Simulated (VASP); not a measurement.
PtC:

```xyz
2
Lattice="2.6299 0.0000 0.0000 0.0000 2.6299 0.0000 0.0000 0.0000 3.4470" Properties=species:S:1:pos:R:3 pbc="T T T"
Pt    1.3149    1.3149    1.7235
C     0.0000    0.0000    0.0000
```

- Program: VASP 6.6.1
- Task: relaxation of cell and atoms
- Functional: PBE
- Potentials or basis: VASP PAW PBE potentials, release 64 (Pt, C)
- Cutoff: 600 eV
- k mesh: 20 × 20 × 16
- Occupations: gaussian, width 0.1 eV
- Spin: no spin polarisation

At the start: pressure -3.3 GPa; volume 11.92 Å³/atom.

Problem. How do energy, volume and symmetry change on relaxing?

Solution. Over 11 steps the energy falls by 260.4 meV/atom and the volume is 11.06 Å³/atom (-7.2 %); space group P4/mmm (No. 123, to 0.1 Å) before, Pm-3m (No. 221, to 0.1 Å).

Step by step:
| step | energy change (eV) | largest force (eV/Å) | pressure (GPa) | volume (Å³) |
| --- | --- | --- | --- | --- |
| 1 | 0.0000 | 0.0000 | -3.27 | 23.84 |
| 2 | -0.4286 | 0.0000 | -4.21 | 22.84 |
| 3 | -0.5062 | 0.0000 | -1.23 | 22.30 |
| 4 | -0.3852 | 0.0000 | 16.21 | 21.01 |
| 5 | -0.5171 | 0.0000 | 0.36 | 22.10 |
| 6 | -0.5195 | 0.0000 | 2.11 | 21.93 |
| 7 | -0.5196 | 0.0000 | 1.62 | 21.97 |
| 8 | -0.5186 | 0.0000 | -2.57 | 22.39 |
| 9 | -0.5205 | 0.0000 | -0.12 | 22.14 |
| 10 | -0.5207 | 0.0000 | -0.05 | 22.13 |
| 11 | -0.5208 | 0.0000 | 0.04 | 22.12 |

Final structure:
```
Pt C
1.0
     2.80521    0.00000    0.00000
     0.00000    2.80521    0.00000
     0.00000    0.00000    2.81132
Pt C
1 1
Direct
  0.50000 0.50000 0.50000
  0.00000 0.00000 0.00000
```

Caveat: a cell axis changed by over 15 % at a fixed basis, so the end point is rough.
